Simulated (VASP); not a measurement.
# As in VASP: single point with PBE+D4

Aim: the single point of As with PBE+D4.

All numbers are computed with VASP 6.6.1; they aren't measurements. Logs are shortened: lines on timing, memory, paths and dates and some standing lists are left out, and cuts for length are marked.

### 1 The cell of the first run

The cell holds a slab with vacuum, 6 atoms: a = 6.176 Å, b = 6.176 Å, c = 22.290 Å, α = 90.00°, β = 90.00°, γ = 120.00°.

### 2 Single point, PBE+D4

File INCAR:

```
PREC = Accurate
ENCUT = 400
EDIFF = 1E-6
ISMEAR = 0
SIGMA = 0.04
LREAL = False
LASPH = True
NELM = 120
ALGO = Normal
ISIF = 2
LWAVE = False
LCHARG = True
LDIPOL = True
IDIPOL = 3
DIPOL = 0.5 0.5 0.630
GGA = PE
IVDW = 13
LELF = True
LVHAR = True
LVACPOTAV = True
NBANDS = 24
GGA_COMPAT = False
NELMDL = -8
```

File KPOINTS:

```
regular mesh
0
Gamma
  6 6 1
```

File POSCAR:

```
As
1.0
   -0.0000000286      6.1757517523      0.0000000000
   -5.3483578907     -3.0878759009      0.0000000000
    0.0000000000      0.0000000000     22.2899204064
As
6
Direct
    0.6190476420      0.5238094691      0.5955422622
    0.2857143086      0.8571428025      0.5947940414
    0.9523809753      0.1904761358      0.6017473915
    0.2911808271      0.1880273416      0.6616859736
    0.9548297695      0.5317247817      0.6616859736
    0.6111323294      0.8516762840      0.6616859736
```

Potentials or basis: VASP PAW PBE potentials, release 64 (As).

Launch:

```bash
> cat potpaw_PBE.64/As/POTCAR > POTCAR
> mpirun -np 1 vasp_std > vasp.out
```

OUTCAR:

```text
PREC = Accurate
   ENCUT = 400
   EDIFF = 1E-6
   ISMEAR = 0
   LREAL = False
   LASPH = True
   NELM = 120
   ISIF = 2
   GGA = PE
   IVDW = 13
   NELMDL = -8

 ion  position               nearest neighbor table
   1  0.619  0.524  0.596-   5 2.52   6 2.52   4 2.52
   2  0.286  0.857  0.595-   4 2.52   5 2.52   6 2.52
   3  0.952  0.190  0.602-   5 2.49   6 2.49   4 2.49
   4  0.291  0.188  0.662-   3 2.49   2 2.52   1 2.52
   5  0.955  0.532  0.662-   3 2.49   2 2.52   1 2.52
   6  0.611  0.852  0.662-   3 2.49   2 2.52   1 2.52

  LATTYP: Found a hexagonal cell.
 ALAT       =     6.1757517523
 C/A-ratio  =     3.6092643131

  Lattice vectors:

 A1 = (  -0.0000000286,   6.1757517523,   0.0000000000)
 A2 = (  -5.3483578907,  -3.0878759009,   0.0000000000)
 A3 = (   0.0000000000,   0.0000000000,  22.2899204064)

Analysis of symmetry for initial positions (statically):
=====================================================================
 Subroutine PRICEL returns:
 Original cell was already a primitive cell.

 Routine SETGRP: Setting up the symmetry group for a
 hexagonal supercell.

 Subroutine GETGRP returns: Found  3 space group operations
 (whereof  1 operations were pure point group operations)
 out of a pool of 24 trial point group operations.

The static configuration has the point symmetry C_1 .
 The point group associated with its full space group is C_3 .

Analysis of symmetry for dynamics (positions and initial velocities):
=====================================================================
 Subroutine PRICEL returns:
 Original cell was already a primitive cell.

 Routine SETGRP: Setting up the symmetry group for a
 hexagonal supercell.

 Subroutine GETGRP returns: Found  3 space group operations
 (whereof  1 operations were pure point group operations)
 out of a pool of 24 trial point group operations.

The dynamic configuration has the point symmetry C_1 .
 The point group associated with its full space group is C_3 .

 Subroutine INISYM returns: Found  3 space group operations
 (whereof  1 operations are pure point group operations),
 and found     1 'primitive' translations

----------------------------------------------------------------------------------------

                                     Primitive cell

  volume of cell :     736.2390

  direct lattice vectors                    reciprocal lattice vectors
    -0.000000029  6.175751752  0.000000000    -0.093486639  0.161923607  0.000000000
    -5.348357891 -3.087875901  0.000000000    -0.186973276 -0.000000001  0.000000000
     0.000000000  0.000000000 22.289920406     0.000000000  0.000000000  0.044863328
[... 85 lines left out ...]
   PSTRESS=    0.0 pullay stress
   NELECT =      30.0000    total number of electrons
   NUPDOWN=      -1.0000    fix difference up-down
   EMIN   =  10.00;   EMAX   =-10.00  energy-range for DOS
   EFERMI =   0.00;   METHOD = LEGACY
   ISMEAR =     0;   SIGMA  =   0.04  broadening in eV -4-tet -1-fermi 0-gaus
   EFERMI_NEDOS =   21; number of points for ismear=-14 and -15
   IALGO  =     38    algorithm
   IMIX   =      4    mixing-type and parameters
     AMIX     =   0.40;   BMIX     =  1.00
     AMIX_MAG =   1.60;   BMIX_MAG =  1.00
  volume/ion in A,a.u.               =     122.71       828.06
  Fermi-wavevector in a.u.,A,eV,Ry     =   0.563347  1.064571  4.317936  0.317359
  Thomas-Fermi vector in A             =   1.600449
   LORBIT       =      0    0 simple, 1 ext, 2 COOP (PROOUT), +10 PAW based schemes
   GGA     = PE    functional components
   LHFCALC =     F    Hartree Fock is set to
   AEXX    =    0.0000 exact exchange contribution
   IVDW    =    13    specifies the selected vdW correction
   LEPSILON=     F    determine dielectric tensor
   LRPA    =     F    only Hartree local field effects (RPA)
 non-spin polarized calculation
 Gauss-broadening in eV      SIGMA  =   0.04
  energy-cutoff  :      400.00
  volume of cell :      736.24
 maximum number of plane-waves:     13422
   NGX = 21   NGY = 21   NGZ = 73

 dipolmoment           0.000000      0.000000     -0.000006 electrons x Angstroem

 number of electron      30.0000006 magnetization

 dipolmoment           0.000000      0.000000      0.000041 electrons x Angstroem

 Free energy of the ion-electron system (eV)
  ---------------------------------------------------
  ext. energy  EPLUGINS =         0.00000000
  ---------------------------------------------------
  free energy    TOTEN  =       -27.94561981 eV

  energy without entropy =      -27.94561981  energy(sigma->0) =      -27.94561981

 E-fermi :  -3.1577     XC(G=0):  -2.3765

 val. band max:       -3.3600578598   @ k =   0.0000   0.0000   0.0000
 cond. band min:      -1.9853138802   @ k =   0.3333   0.3333   0.0000
 fundamental gap:      1.3747439796
 Fermi energy:        -3.1577215473

 k-point     1 :       0.0000    0.0000    0.0000
  band No.  band energies     occupation
      1     -17.0837      2.00000
      2     -13.4784      2.00000
      3     -13.4574      2.00000
      4     -13.4574      2.00000
      5     -13.4366      2.00000
      6     -10.9098      2.00000
[... 205 lines left out ...]
     23       1.0473      0.00000
     24       1.0499      0.00000

------------------------ aborting loop because EDIFF is reached ----------------------------------------

  DFT-D4 for vdW energy calculation

  Edisp (eV):   -1.48117

  FORCE on cell =-STRESS in cart. coord.  units (eV):
  Direction    XX          YY          ZZ          XY          YZ          ZX
  --------------------------------------------------------------------------------------
  -------------------------------------------------------------------------------------
  Total      -0.45907    -0.45907    -1.70806     0.00000     0.00000    -0.00000
  in kB      -0.99901    -0.99901    -3.71703     0.00000     0.00000    -0.00000
  external pressure =       -1.91 kB  Pullay stress =        0.00 kB

 VOLUME and BASIS-vectors are now :
 -----------------------------------------------------------------------------
  energy-cutoff  :      400.00
  volume of cell :      736.24
      direct lattice vectors                 reciprocal lattice vectors
    -0.000000029  6.175751752  0.000000000    -0.093486639  0.161923607  0.000000000
    -5.348357891 -3.087875901  0.000000000    -0.186973276 -0.000000001  0.000000000
     0.000000000  0.000000000 22.289920406     0.000000000  0.000000000  0.044863328

 POSITION                                       TOTAL-FORCE (eV/Angst)
 -----------------------------------------------------------------------------------
     -2.80152      2.20563     13.27459         0.000000     -0.000000      0.621956
     -4.58431     -0.88225     13.25791         0.000000     -0.000000      0.557084
     -1.01873      5.29350     13.41290         0.000000     -0.000000     -0.039789
     -1.00564      1.21766     14.74893        -0.059203      0.117962     -0.379750
     -2.84385      4.25489     14.74893        -0.072556     -0.110253     -0.379750
     -4.55507      1.14433     14.74893         0.131760     -0.007709     -0.379750
 -----------------------------------------------------------------------------------
    total drift:                               -0.000003      0.000000     -0.000109

  FREE ENERGIE OF THE ION-ELECTRON SYSTEM (eV)
  ---------------------------------------------------
  free  energy   TOTEN  =       -29.4267945046 eV

  energy  without entropy=      -29.4267945046  energy(sigma->0) =      -29.42679450

 vacuum level on the upper side and lower side of the slab         1.710         1.710
```

OSZICAR:

```text
N       E                     dE             d eps       ncg     rms          rms(c)
DAV:   1     0.193941635389E+03    0.19394E+03   -0.71632E+03   384   0.671E+02
DAV:   2     0.191201874089E+01   -0.19203E+03   -0.18610E+03   632   0.141E+02
DAV:   3    -0.271371592492E+02   -0.29049E+02   -0.28837E+02   480   0.621E+01
[... 16 lines left out ...]
DAV:  20    -0.279456083548E+02   -0.22000E-04   -0.42959E-07   456   0.173E-03    0.336E-04
DAV:  21    -0.279456165086E+02   -0.81538E-05   -0.14527E-07   352   0.919E-04    0.168E-04
DAV:  22    -0.279456186624E+02   -0.21538E-05   -0.46556E-08   352   0.453E-04    0.933E-05
DAV:  23    -0.279456196686E+02   -0.10062E-05   -0.24369E-08   328   0.280E-04    0.287E-05
DAV:  24    -0.279456198069E+02   -0.13834E-06   -0.49490E-09   312   0.133E-04
   1 F= -.29426795E+02 E0= -.29426795E+02  d E =-.967591E-14
```

Wall time 5.7 min (1 thread of AMD EPYC 7R13, shared host); peak memory 0.49 GiB.

Results:

* Free energy: -29.4268 eV
* Largest force: 0.622 eV/Å
* Band gap on the k mesh: 1.37 eV
* Dispersion energy per atom: -0.247 eV

Forces in eV/Å, atoms in the order of the input:
```
As   0.000  0.000  0.622
As   0.000  0.000  0.557
As   0.000  0.000 -0.040
As  -0.059  0.118 -0.380
As  -0.073 -0.110 -0.380
As   0.132 -0.008 -0.380
```
